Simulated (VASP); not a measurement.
Write the native input for VASP 6.6.1 that does the following.

* Task: single point
* Functional: PBEsol
* Potentials or basis: VASP PAW PBE potentials, release 64 (Ti_sv, Al)
* Cutoff: 500 eV
* k mesh: 6 × 6 × 6
* Occupations: gaussian, width 0.1 eV
* Spin: no spin polarisation
* Dipole correction: no
* Further INCAR settings: ALGO = Normal; EDIFF = 1e-06; NBANDS = 14

The structure of TiAl lies in POSCAR:

```
TiAl
1.0
    3.1550827847      0.0000000000      0.0000000000
    0.0000000000      3.1550827847      0.0000000000
    0.0000000000      0.0000000000      3.1550827847
Ti Al
1 1
Direct
    0.5000000000      0.5000000000      0.5000000000
    0.0000000000      0.0000000000      0.0000000000
```

The input as run:

INCAR

```
SYSTEM = TiAl
PREC     = Accurate       ! precision mode
ENCUT    = 500            ! plane-wave cutoff, eV
EDIFF    = 1E-6           ! SCF threshold, eV
ISMEAR   = 0              ! smearing method
SIGMA    = 0.1            ! smearing width, eV
LREAL    = .FALSE.        ! projectors in reciprocal space
LASPH    = .TRUE.         ! aspherical terms in the spheres
NELM     = 120            ! most SCF steps
ALGO     = Normal         ! electronic algorithm
ISIF     = 2              ! what is computed and relaxed
LWAVE    = .FALSE.        ! write WAVECAR
LCHARG   = .FALSE.        ! write CHGCAR
GGA      = PS             ! functional
NBANDS   = 14             ! bands
GGA_COMPAT= .FALSE.
```

KPOINTS

```
regular mesh
0
G
  6 6 6
  0 0 0
```

Potentials or basis: VASP PAW PBE potentials, release 64 (Ti_sv, Al).

Command:

```bash
$ cat potpaw_PBE.64/Ti_sv/POTCAR potpaw_PBE.64/Al/POTCAR > POTCAR
$ mpirun -np 1 vasp_std > vasp.out
```

Results of the run:

```
Pressure : -0.1 GPa
```

Caveat: the PAW data sets were made with another functional, which shifts forces and pressure a little.

Wall time 3.2 s on 1 thread of Intel(R) Xeon(R) 6975P-C (Granite Rapids), with other jobs on the host, peak memory 0.14 GiB.
